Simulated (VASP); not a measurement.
The system is AlB3P4.

```
Al B P
1.0
    -2.45870    2.45870    4.91740
     2.45870   -2.45870    4.91740
     2.45870    2.45870   -4.91740
Al B P
1 3 4
Direct
  0.50000 0.50000 0.00000
  0.00000 0.00000 0.00000
  0.75000 0.25000 0.50000
  0.25000 0.75000 0.50000
  0.37500 0.37500 0.50000
  0.12500 0.62500 0.00000
  0.87500 0.87500 0.50000
  0.62500 0.12500 0.00000
```

* Program: VASP 6.6.1
* Task: relaxation of cell and atoms
* Functional: PBE
* Potentials or basis: VASP PAW PBE potentials, release 64 (Al, B, P)
* Cutoff: 600 eV
* k mesh: 6 × 6 × 6
* Occupations: gaussian, width 0.1 eV
* Spin: no spin polarisation

At the start: pressure -3.0 GPa; volume 14.86 Å³/atom.

Problem. Where does the relaxation end?

Solution. Over 6 steps the energy falls by 248.0 meV/atom and the volume is 13.80 Å³/atom (-7.1 %); space group I-42m (No. 121, to 0.1 Å) before and after.

Step by step:
```csv
step,energy change (eV),largest force (eV/Å),pressure (GPa),volume (Å³)
1,0.0000,4.6812,-2.98,118.91
2,-1.8803,0.7646,-4.39,114.21
3,-1.8905,0.5903,-4.55,114.55
4,-1.9563,0.0648,3.32,107.78
5,-1.9783,0.2329,0.51,109.96
6,-1.9843,0.0159,0.01,110.43
```

Final structure:
```
CELL_PARAMETERS angstrom
-2.40176 2.40176 4.78611
2.40176 -2.40176 4.78611
2.40176 2.40176 -4.78611
ATOMIC_POSITIONS crystal
Al 0.50000 0.50000 0.00000
B 0.00000 0.00000 0.00000
B 0.75000 0.25000 0.50000
B 0.25000 0.75000 0.50000
P 0.35726 0.35726 0.44547
P 0.08821 0.64274 0.00000
P 0.91179 0.91179 0.55453
P 0.64274 0.08821 0.00000
```
